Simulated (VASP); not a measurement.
Os, 2 atoms in the cell. Symmetry: P6_3/mmc, No. 194, hexagonal system. Conventional cell: a = 2.756 Å, b = 2.756 Å, c = 4.343 Å, α = 90.00°, β = 90.00°, γ = 120.00°. Within 3.5 Å of Os (site symmetry -6m2) lie 12 Os at 2.69 to 2.76 Å. 

```yaml
Program: VASP 6.6.1
Task: single point
Functional: PBE
Potentials_or_basis: VASP PAW PBE potentials, release 64 (Os)
Cutoff: 520 eV
k_mesh: 13 × 13 × 7
Occupations: methfessel-paxton, width 0.01 eV
Spin: no spin polarisation
Dipole_correction: no
Further_INCAR_settings: ALGO = Normal; EDIFF = 1e-06; NBANDS = 15
```

Potentials or basis: VASP PAW PBE potentials, release 64 (Os).

The run is started by

```bash
$ cat potpaw_PBE.64/Os/POTCAR > POTCAR
$ mpirun -np 1 vasp_std > vasp.out
```

Hardware: 1 thread of Intel Xeon 8259CL, with other jobs on the host.

Problem. How long does it take, and how much memory?

Solution. Run time: 64 s on 1 thread of Intel Xeon 8259CL, on a shared host, peak memory 0.16 GiB. Counts: scf iterations 13, k points 84.
